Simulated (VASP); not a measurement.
# WC (rocksalt type) (Fm-3m) in VASP: a series of runs, part 2 of 2

VASP 6.6.1. The steps go on from the part before.

**3. Single point, PBE (volume scaled by 0.94)**

The input, INCAR:

```
SYSTEM = WC
  PREC = Accurate
  ENCUT = 520
  EDIFF = 1E-6
  ISMEAR = -1
  SIGMA = 0.08
  LREAL = .FALSE.
  LASPH = .TRUE.
  NELM = 60
  ALGO = Normal
  ISIF = 2
  LWAVE = .FALSE.
  LCHARG = .TRUE.
  GGA = PE
  LELF = .TRUE.
  LVHAR = .TRUE.
  NBANDS = 16
```

The input, KPOINTS:

```
Automatic mesh
0
G
  15 15 15
  0 0 0
```

The input, POSCAR:

```
WC
1.0
    0.0000000000      2.1453745163      2.1453745163
    2.1453745163      0.0000000000      2.1453745163
    2.1453745163      2.1453745163      0.0000000000
W C
1 1
Direct
    0.0000000000      0.0000000000      0.0000000000
    0.5000000000      0.5000000000      0.5000000000
```

Potentials or basis: VASP PAW PBE potentials, release 64 (W_sv, C).

Run with:

```
> cat potpaw_PBE.64/W_sv/POTCAR potpaw_PBE.64/C/POTCAR > POTCAR
> mpirun -np 1 vasp_std > vasp.out
```

Run time: 15 s. Hardware: 1 thread of Intel Xeon Platinum 8488C (Sapphire Rapids), shared host; peak memory 0.16 GiB.

It converged, with:

| Quantity | Value |
| --- | --- |
| Free energy | -21.4617 eV |
| Pressure | 27.0 GPa |
| Band gap on the k mesh | zero (band 9 reaches 14.55 eV, above the bottom of band 10 at 11.22 eV) |

Levels at points of the mesh, in eV from the Fermi level:
| k point | band 5 | band 6 | band 7 | band 8 | band 9 | band 10 | band 11 | band 12 | band 13 | band 14 |
| --- | --- | --- | --- | --- | --- | --- | --- | --- | --- | --- |
| (0.00, 0.00, 0.00) | -16.37 | -2.98 | -2.98 | -2.98 | -1.18 | -1.18 | -1.18 | -1.00 | -1.00 | 7.27 |

Caveat: the cell differs from its parent crystal (volume scaled by 0.94); spin-orbit coupling is left out, which moves the levels of the heavy elements.

**4. Single point, PBE (volume scaled by 0.94)**

The input, INCAR:

```
PREC = Accurate ; ENCUT = 520
EDIFF = 1E-6 ; ISMEAR = -1
SIGMA = 0.08 ; LREAL = F
LASPH = T ; NELM = 100
ALGO = Normal ; ISIF = 2
LWAVE = F ; LCHARG = F
GGA = PE ; NBANDS = 16
```

The input, KPOINTS:

```
Automatic mesh
0
Gamma
  15 15 15
```

POSCAR is that of step 3.

Potentials or basis: VASP PAW PBE potentials, release 64 (W_sv, C).

Run with:

```
> cat potpaw_PBE.64/W_sv/POTCAR potpaw_PBE.64/C/POTCAR > POTCAR
> mpirun -np 1 vasp_std > vasp.out
```

OUTCAR:

```text
PREC = Accurate
   ENCUT = 520
   EDIFF = 1E-6
   ISMEAR = -1
   LREAL = F
   LASPH = T
   NELM = 100
   ISIF = 2
   GGA = PE

 ion  position               nearest neighbor table
   1  0.000  0.000  0.000-   2 2.15   2 2.15   2 2.15   2 2.15   2 2.15   2 2.15
   2  0.500  0.500  0.500-   1 2.15   1 2.15   1 2.15   1 2.15   1 2.15   1 2.15

  LATTYP: Found a face centered cubic cell.
 ALAT       =     4.2907490326

  Lattice vectors:

 A1 = (   0.0000000000,   2.1453745163,   2.1453745163)
[... 190 lines left out ...]
      6      10.4300      2.00000
[... 433 lines left out ...]
      3     -26.0206      2.00000
      4     -26.0125      2.00000
      5      -1.8496      2.00000
      6       7.2983      2.00000
[... 8 lines left out ...]
     15      25.5909      0.00000
     16      31.8119      0.00000

 [... further k-points ...]
[... 5 lines left out ...]
  --------------------------------------------------------------------------------------
  -------------------------------------------------------------------------------------
  Total        3.3308284      3.3308284      3.3308284      0.0000000      0.0000000      0.0000000
  in kB      270.2237372    270.2237372    270.2237372      0.0000000      0.0000000      0.0000000
  external PRESSURE =     270.2237372 kB  Pullay stress =       0.0000000 kB

 VOLUME and BASIS-vectors are now :
 -----------------------------------------------------------------------------
  energy-cutoff  :      520.00
  volume of cell :       19.75
      direct lattice vectors                 reciprocal lattice vectors
     0.000000000  2.145374516  2.145374516    -0.233059541  0.233059541  0.233059541
     2.145374516  0.000000000  2.145374516     0.233059541 -0.233059541  0.233059541
     2.145374516  2.145374516  0.000000000     0.233059541  0.233059541 -0.233059541

 POSITION                                       TOTAL-FORCE (eV/Angst)
 -----------------------------------------------------------------------------------
      0.00000      0.00000      0.00000         0.000000     -0.000000      0.000000
      2.14537      2.14537      2.14537         0.000000      0.000000     -0.000000
 -----------------------------------------------------------------------------------
    total drift:                                0.000000     -0.000000     -0.000000

  FREE ENERGIE OF THE ION-ELECTRON SYSTEM (eV)
  ---------------------------------------------------
  free  energy   TOTEN  =       -21.4617398364 eV

  energy  without entropy=      -21.4429378655  energy(sigma->0) =      -21.45233885
```

stdout:

```text
POSCAR found type information on POSCAR W C
 POSCAR found :  2 types and       2 ions
 scaLAPACK will be used
 LDA part: xc-table for (Slater+PW92), standard interpolation
 POSCAR, INCAR and KPOINTS ok, starting setup
 FFT: planning ... GRIDC
 FFT: planning ... GRID_SOFT
 FFT: planning ... GRID
 WAVECAR not read
 entering main loop
```

Wall time 15 s (1 thread of Intel Xeon Platinum 8488C (Sapphire Rapids), shared host); peak memory 0.17 GiB.

What came out:

* Free energy: -21.4617 eV
* Pressure: 27.0 GPa
* Band gap on the k mesh: zero (band 9 reaches 14.55 eV, above the bottom of band 10 at 11.22 eV)

Caveat: the cell differs from its parent crystal (volume scaled by 0.94); spin-orbit coupling is left out, which moves the levels of the heavy elements.

**5. Single point, PBE**

This run uses another cell than the first one, of 10.50 Å³/atom, 1.136 times its volume.

The input, INCAR:

```
SYSTEM = WC
ALGO     = Normal         ! electronic algorithm
EDIFF    = 1E-6           ! SCF threshold, eV
ENCUT    = 520            ! plane-wave cutoff, eV
GGA      = PE             ! functional
ISIF     = 2              ! what is computed and relaxed
ISMEAR   = -1             ! smearing method
LASPH    = .True.         ! aspherical terms in the spheres
LCHARG   = .True.         ! write CHGCAR
LELF     = .True.         ! ELF
LREAL    = .False.        ! projectors in reciprocal space
LVHAR    = .True.       
LWAVE    = .False.        ! write WAVECAR
NBANDS   = 16             ! bands
NELM     = 60             ! most SCF steps
PREC     = Accurate       ! precision mode
SIGMA    = 0.08           ! smearing width, eV
```

The input, KPOINTS:

```
k-points
0
Gamma
  15 15 15
  0 0 0
```

The input, POSCAR:

```
WC
1.0
    0.0000000000      2.1900826249      2.1900826249
    2.1900826249      0.0000000000      2.1900826249
    2.1900826249      2.1900826249      0.0000000000
W C
1 1
Direct
    0.0000000000      0.0000000000      0.0000000000
    0.5000000000      0.5000000000      0.5000000000
```

Run with:

```
> cat potpaw_PBE.64/W_sv/POTCAR potpaw_PBE.64/C/POTCAR > POTCAR
> mpirun -np 1 vasp_std > vasp.out
```

It took 15 s on 1 thread of Intel Xeon Platinum 8488C (Sapphire Rapids), shared host; peak memory 0.17 GiB.

It converged, with:

- Free energy: -21.5669 eV
- Pressure: 0.9 GPa
- Band gap on the k mesh: zero (band 9 reaches 13.45 eV, above the bottom of band 10 at 10.42 eV)

Levels at points of the mesh, in eV from the Fermi level:
```
           k point  band 6  band 7  band 8  band 9  band 10  band 11  band 12  band 13
(0.00, 0.00, 0.00)   -2.73   -2.73   -2.73   -1.05    -1.05    -1.05    -0.94    -0.94
```

Caveat: spin-orbit coupling is left out, which moves the levels of the heavy elements.

**6. The runs side by side**

| cell | gap on the mesh (eV) | pressure (GPa) |
| --- | --- | --- |
| a = 2.968 Å, angles 60.0°, 2 atoms | none | 63.1 |
| a = 3.034 Å, angles 60.0°, 2 atoms | none | 27.0 |
| a = 3.097 Å, angles 60.0°, 2 atoms | none | 0.9 |

Alike in all rows: task single point; level PBE; potentials or basis VASP PAW PBE potentials, release 64 (W_sv, C); no spin polarisation; k mesh 15 × 15 × 15; cutoff (eV) 520; smearing fermi-dirac 0.08 eV.

Caveats: spin-orbit coupling is left out, which moves the levels of the heavy elements.

Absolute energies hang on the potentials; compare differences alone.
